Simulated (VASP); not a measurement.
CaB6:

```
Ca B
1.0
     4.14500    0.00000    0.00000
     0.00000    4.14500    0.00000
     0.00000    0.00000    4.14500
Ca B
1 6
Direct
  0.50000 0.50000 0.50000
  0.00000 0.00000 0.29300
  0.00000 0.00000 0.70700
  0.29300 0.00000 0.00000
  0.70700 0.00000 0.00000
  0.00000 0.29300 0.00000
  0.00000 0.70700 0.00000
```

- Program: VASP 6.6.1
- Task: relaxation of cell and atoms
- Functional: PBE
- Potentials or basis: VASP PAW PBE potentials, release 64 (Ca_sv, B)
- Cutoff: 600 eV
- k mesh: 6 × 6 × 6
- Occupations: fermi-dirac, width 0.02 eV
- Spin: no spin polarisation

At the start: pressure 2.4 GPa; volume 10.17 Å³/atom.

Question: Where does the relaxation end?

Answer: Over 9 steps the energy falls by 13.4 meV/atom and the volume is 10.20 Å³/atom (+0.2 %); space group Pm-3m (No. 221, to 0.1 Å) before and after.

Step by step:
```tsv
step	energy change (eV)	largest force (eV/Å)	pressure (GPa)	volume (Å³)
1	0.0000	1.3950	2.35	71.22
2	0.3163	2.8570	-4.11	72.76
3	-0.0933	0.0083	-0.71	71.71
4	-0.0933	0.0365	-0.66	71.70
5	-0.0940	0.0055	0.12	71.31
6	-0.0941	0.0094	0.02	71.36
7	-0.0941	0.0100	0.01	71.36
8	-0.0940	0.0161	-0.05	71.38
9	-0.0941	0.0008	-0.01	71.37
```

Final structure:
```
Ca B
1.0
     4.14797    0.00000    0.00000
     0.00000    4.14797    0.00000
     0.00000    0.00000    4.14797
Ca B
1 6
Direct
  0.50000 0.50000 0.50000
  0.00000 0.00000 0.29839
  0.00000 0.00000 0.70161
  0.29839 0.00000 0.00000
  0.70161 0.00000 0.00000
  0.00000 0.29839 0.00000
  0.00000 0.70161 0.00000
```
